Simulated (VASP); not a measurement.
# InSe (P6_3/mmc) in VASP: single point with LDA

Aim: the single point of InSe with LDA.

All numbers are computed with VASP 6.6.1; they aren't measurements. Logs are shortened: lines on timing, memory, paths and dates and some standing lists are left out, and cuts for length are marked.

### Step 1. The cell of the first run

Symmetry: P6_3/mmc, No. 194, hexagonal system. Conventional cell: a = 4.050 Å, b = 4.050 Å, c = 16.930 Å, α = 90.00°, β = 90.00°, γ = 120.00°. Within 3.5 Å of In (site symmetry 3m) lie 3 Se at 2.64 Å and 1 In at 2.76 Å. Se (site symmetry 3m) has 3 In at 2.64 Å within 3.5 Å.

### Step 2. Single point, LDA

File INCAR:

```
PREC = Accurate ; ENCUT = 520
EDIFF = 1E-7 ; ISMEAR = 0
SIGMA = 0.01 ; LREAL = False
LASPH = True ; NELM = 80
ALGO = Normal ; ISIF = 2
LWAVE = False ; LCHARG = False
GGA = CA ; NBANDS = 48
```

File KPOINTS:

```
regular mesh
0
Gamma
  10 10 3
```

File POSCAR:

```
InSe
1.0
    4.0500000000      0.0000000000      0.0000000000
   -2.0250000000      3.5074028853      0.0000000000
    0.0000000000      0.0000000000     16.9300000000
In Se
4 4
Direct
    0.3333333333      0.6666666667      0.1684109435
    0.6666666667      0.3333333333      0.6684109435
    0.3333333333      0.6666666667      0.3315890565
    0.6666666667      0.3333333333      0.8315890565
    0.3333333333      0.6666666667      0.5956365407
    0.6666666667      0.3333333333      0.0956365407
    0.3333333333      0.6666666667      0.9043634593
    0.6666666667      0.3333333333      0.4043634593
```

Potentials or basis: VASP PAW LDA potentials, release 64 (In_d, Se).

Launch:

```
> cat potpaw_LDA.64/In_d/POTCAR potpaw_LDA.64/Se/POTCAR > POTCAR
> mpirun -np 1 vasp_std > vasp.out
```

OUTCAR:

```text
PREC = Accurate
   ENCUT = 520
   EDIFF = 1E-7
   ISMEAR = 0
   LREAL = False
   LASPH = True
   NELM = 80
   ISIF = 2
   GGA = CA

 ion  position               nearest neighbor table
   1  0.333  0.667  0.168-   6 2.64   6 2.64   6 2.64   3 2.76
   2  0.667  0.333  0.668-   5 2.64   5 2.64   5 2.64   4 2.76
   3  0.333  0.667  0.332-   8 2.64   8 2.64   8 2.64   1 2.76
   4  0.667  0.333  0.832-   7 2.64   7 2.64   7 2.64   2 2.76
   5  0.333  0.667  0.596-   2 2.64   2 2.64   2 2.64
   6  0.667  0.333  0.096-   1 2.64   1 2.64   1 2.64
   7  0.333  0.667  0.904-   4 2.64   4 2.64   4 2.64
   8  0.667  0.333  0.404-   3 2.64   3 2.64   3 2.64

  LATTYP: Found a hexagonal cell.
 ALAT       =     4.0500000000
 C/A-ratio  =     4.1802469136

  Lattice vectors:

 A1 = (   4.0500000000,   0.0000000000,   0.0000000000)
 A2 = (  -2.0250000000,   3.5074028853,   0.0000000000)
 A3 = (   0.0000000000,   0.0000000000,  16.9300000000)

Analysis of symmetry for initial positions (statically):
=====================================================================
 Subroutine PRICEL returns:
 Original cell was already a primitive cell.

 Routine SETGRP: Setting up the symmetry group for a
 hexagonal supercell.

 Subroutine GETGRP returns: Found 24 space group operations
 (whereof 12 operations were pure point group operations)
 out of a pool of 24 trial point group operations.

The static configuration has the point symmetry D_3d.
 The point group associated with its full space group is D_6h.

Analysis of symmetry for dynamics (positions and initial velocities):
=====================================================================
 Subroutine PRICEL returns:
 Original cell was already a primitive cell.

 Routine SETGRP: Setting up the symmetry group for a
 hexagonal supercell.

 Subroutine GETGRP returns: Found 24 space group operations
 (whereof 12 operations were pure point group operations)
 out of a pool of 24 trial point group operations.

The dynamic configuration has the point symmetry D_3d.
 The point group associated with its full space group is D_6h.

 Subroutine INISYM returns: Found 24 space group operations
 (whereof 12 operations are pure point group operations),
 and found     1 'primitive' translations

----------------------------------------------------------------------------------------

                                     Primitive cell

  volume of cell :     240.4903

  direct lattice vectors                    reciprocal lattice vectors
     4.050000000  0.000000000  0.000000000     0.246913580  0.142555622  0.000000000
    -2.025000000  3.507402885  0.000000000     0.000000000  0.285111244  0.000000000
     0.000000000  0.000000000 16.930000000     0.000000000  0.000000000  0.059066745

  length of vectors
     4.050000000  4.050000000 16.930000000     0.285111244  0.285111244  0.059066745

  position of ions in fractional coordinates (direct lattice)
     0.333333333  0.666666667  0.168410943
     0.666666667  0.333333333  0.668410943
     0.333333333  0.666666667  0.331589057
     0.666666667  0.333333333  0.831589057
     0.333333333  0.666666667  0.595636541
     0.666666667  0.333333333  0.095636541
     0.333333333  0.666666667  0.904363459
     0.666666667  0.333333333  0.404363459

  ion indices of the primitive-cell ions
   primitive index   ion index
                 1           1
                 2           2
                 3           3
                 4           4
                 5           5
                 6           6
                 7           7
                 8           8

----------------------------------------------------------------------------------------

 KPOINTS: regular mesh

Automatic generation of k-mesh.
 Grid dimensions read from file:
 generate k-points for:   10   10    3

 Generating k-lattice:

  Cartesian coordinates                     Fractional coordinates (reciprocal lattice)
     0.024691358  0.014255562  0.000000000     0.100000000 -0.000000000  0.000000000
     0.000000000  0.028511124  0.000000000     0.000000000  0.100000000  0.000000000
     0.000000000  0.000000000  0.019688915     0.000000000  0.000000000  0.333333333

  Length of vectors
     0.028511124  0.028511124  0.019688915

  Shift w.r.t. Gamma in fractional coordinates (k-lattice)
     0.000000000  0.000000000  0.000000000

 Subroutine IBZKPT returns following result:
 ===========================================

 Found     28 irreducible k-points:

 Following reciprocal coordinates:
            Coordinates               Weight
  0.000000  0.000000  0.000000      1.000000
  0.100000  0.000000  0.000000      6.000000
  0.200000  0.000000  0.000000      6.000000
  0.300000  0.000000  0.000000      6.000000
  0.400000  0.000000  0.000000      6.000000
  0.500000  0.000000  0.000000      3.000000
[... 16 lines left out ...]
  0.300000  0.100000  0.333333     24.000000
  0.400000  0.100000  0.333333     24.000000
 [... further k-points ...]
   k-points           NKPTS =     28   k-points in BZ     NKDIM =     28   number of bands    NBANDS=     48
   number of dos      NEDOS =    301   number of ions     NIONS =      8
   total plane-waves  NPLWV = 113400
   dimension x,y,z NGX =    30 NGY =   30 NGZ =  126
   dimension x,y,z NGXF=    60 NGYF=   60 NGZF=  252
   ions per type =               4   4
   NGX,Y,Z   is equivalent  to a cutoff of  12.31, 12.31, 12.37 a.u.
   NGXF,Y,Z  is equivalent  to a cutoff of  24.63, 24.63, 24.75 a.u.
 SYSTEM =  unknown system
   PREC   = accura    normal or accurate (medium, high low for compatibility)
   ISTART =      0    job   : 0-new  1-cont  2-samecut
   ICHARG =      2    charge: 1-file 2-atom 10-const
   ISPIN  =      1    spin polarized calculation?
   LNONCOLLINEAR =      F non collinear calculations
   LSORBIT =      F    spin-orbit coupling
   LASPH  =      T    aspherical Exc in radial PAW
   ENCUT  =  520.0 eV  38.22 Ry    6.18 a.u.   7.53  7.53 31.48*2*pi/ulx,y,z
   NELM   =     80;   NELMIN=  2; NELMDL= -5     # of ELM steps
   EDIFF  = 0.1E-06   stopping-criterion for ELM
   LREAL  =      F    real-space projection
   EDIFFG = 0.1E-05   stopping-criterion for IOM
   NSW    =      0    number of steps for IOM
   IBRION =     -1    ionic relax: 0-MD 1-quasi-New 2-CG
   NFREE  =      0    steps in history (QN), initial steepest desc. (CG)
   ISIF   =      2    stress and relaxation
   ISYM   =      2    0-nonsym 1-usesym 2-fastsym
   POTIM  = 0.5000    time-step for ionic-motion
   TEBEG  =    0.0;   TEEND  =   0.0 temperature during run
   PSTRESS=    0.0 pullay stress
   NELECT =      76.0000    total number of electrons
   NUPDOWN=      -1.0000    fix difference up-down
   EMIN   =  10.00;   EMAX   =-10.00  energy-range for DOS
   EFERMI =   0.00;   METHOD = LEGACY
   ISMEAR =     0;   SIGMA  =   0.01  broadening in eV -4-tet -1-fermi 0-gaus
   EFERMI_NEDOS =   21; number of points for ismear=-14 and -15
   IALGO  =     38    algorithm
   IMIX   =      4    mixing-type and parameters
     AMIX     =   0.40;   BMIX     =  1.00
     AMIX_MAG =   1.60;   BMIX_MAG =  1.00
  volume/ion in A,a.u.               =      30.06       202.86
  Fermi-wavevector in a.u.,A,eV,Ry     =   1.115099  2.107232 16.918111  1.243446
  Thomas-Fermi vector in A             =   2.251701
   LORBIT       =      0    0 simple, 1 ext, 2 COOP (PROOUT), +10 PAW based schemes
   GGA     = CA    functional components
   LHFCALC =     F    Hartree Fock is set to
   AEXX    =    0.0000 exact exchange contribution
   IVDW    =     0    specifies the selected vdW correction
   LEPSILON=     F    determine dielectric tensor
   LRPA    =     F    only Hartree local field effects (RPA)
 non-spin polarized calculation
 Gauss-broadening in eV      SIGMA  =   0.01
  energy-cutoff  :      520.00
  volume of cell :      240.49
 maximum number of plane-waves:      6535
   NGX = 15   NGY = 15   NGZ = 63

 number of electron      75.9999996 magnetization

 Free energy of the ion-electron system (eV)
  ---------------------------------------------------
  ext. energy  EPLUGINS =         0.00000000
  ---------------------------------------------------
  free energy    TOTEN  =       -33.24675526 eV

  energy without entropy =      -33.24675526  energy(sigma->0) =      -33.24675526

 E-fermi :   3.7683     XC(G=0):  -9.1088

 val. band max:        3.7101261081   @ k =   0.0000   0.0000   0.0000
 cond. band min:       3.8338657670   @ k =   0.0000   0.0000   0.0000
 fundamental gap:      0.1237396589
 Fermi energy:         3.7683309730

 k-point     1 :       0.0000    0.0000    0.0000
  band No.  band energies     occupation
      1     -11.1137      2.00000
      2     -11.1133      2.00000
      3     -10.9013      2.00000
      4     -10.9013      2.00000
      5     -10.9010      2.00000
      6     -10.9010      2.00000
[... 40 lines left out ...]
     47       8.9157      0.00000
     48       8.9353      0.00000

 k-point     2 :       0.1000    0.0000    0.0000
  band No.  band energies     occupation
      1     -11.1137      2.00000
      2     -11.1134      2.00000
      3     -10.9393      2.00000
      4     -10.9355      2.00000
      5     -10.9000      2.00000
      6     -10.8997      2.00000
[... 40 lines left out ...]
     47       8.4450      0.00000
     48       8.7779      0.00000

 k-point     3 :       0.2000    0.0000    0.0000
  band No.  band energies     occupation
      1     -11.1231      2.00000
      2     -11.1219      2.00000
      3     -11.0096      2.00000
      4     -11.0022      2.00000
      5     -10.9560      2.00000
      6     -10.9460      2.00000
[... 1060 lines left out ...]
     47       7.9020      0.00000
     48       8.0147      0.00000

 k-point    24 :       0.4000    0.1000    0.3333
  band No.  band energies     occupation
      1     -11.2215      2.00000
      2     -11.2197      2.00000
      3     -11.1149      2.00000
      4     -11.1122      2.00000
      5     -11.0453      2.00000
      6     -11.0444      2.00000
[... 40 lines left out ...]
     47       7.8972      0.00000
     48       7.9991      0.00000

 [... further k-points ...]

------------------------ aborting loop because EDIFF is reached ----------------------------------------

  FORCE on cell =-STRESS in cart. coord.  units (eV):
  Direction    XX          YY          ZZ          XY          YZ          ZX
  --------------------------------------------------------------------------------------
  -------------------------------------------------------------------------------------
  Total       -2.8108634     -2.8108634     -1.3863079     -0.0000000      0.0000000      0.0000000
  in kB      -18.7263306    -18.7263306     -9.2357603     -0.0000000      0.0000000      0.0000000
  external PRESSURE =     -15.5628072 kB  Pullay stress =       0.0000000 kB

 VOLUME and BASIS-vectors are now :
 -----------------------------------------------------------------------------
  energy-cutoff  :      520.00
  volume of cell :      240.49
      direct lattice vectors                 reciprocal lattice vectors
     4.050000000  0.000000000  0.000000000     0.246913580  0.142555622  0.000000000
    -2.025000000  3.507402885  0.000000000     0.000000000  0.285111244  0.000000000
     0.000000000  0.000000000 16.930000000     0.000000000  0.000000000  0.059066745

 POSITION                                       TOTAL-FORCE (eV/Angst)
 -----------------------------------------------------------------------------------
     -0.00000      2.33827      2.85120        -0.000000      0.000000      0.012562
      2.02500      1.16913     11.31620         0.000000     -0.000000      0.012562
     -0.00000      2.33827      5.61380        -0.000000      0.000000     -0.012562
      2.02500      1.16913     14.07880         0.000000     -0.000000     -0.012562
     -0.00000      2.33827     10.08413         0.000000     -0.000000     -0.026450
      2.02500      1.16913      1.61913        -0.000000      0.000000     -0.026450
     -0.00000      2.33827     15.31087         0.000000      0.000000      0.026450
      2.02500      1.16913      6.84587        -0.000000      0.000000      0.026450
 -----------------------------------------------------------------------------------
    total drift:                               -0.000000      0.000000      0.000000

  FREE ENERGIE OF THE ION-ELECTRON SYSTEM (eV)
  ---------------------------------------------------
  free  energy   TOTEN  =       -33.2467552636 eV

  energy  without entropy=      -33.2467552636  energy(sigma->0) =      -33.24675526
```

Run time: 3.6 min. Hardware: 1 thread of Intel Xeon Platinum 8559C (Emerald Rapids), shared host; peak memory 0.41 GiB.

What came out:

```
Free energy            : -33.2468 eV
Pressure               : -1.6 GPa
Largest force          : 0.026 eV/Å
Band gap on the k mesh : 0.12 eV
```

Forces on the atoms (eV/Å):
```
In   0.000  0.000  0.013
In   0.000  0.000  0.013
In   0.000  0.000 -0.013
In   0.000  0.000 -0.013
Se   0.000  0.000 -0.026
Se   0.000  0.000 -0.026
Se   0.000  0.000  0.026
Se   0.000  0.000  0.026
```

Caveat: spin-orbit coupling is left out, which moves the levels of the heavy elements.
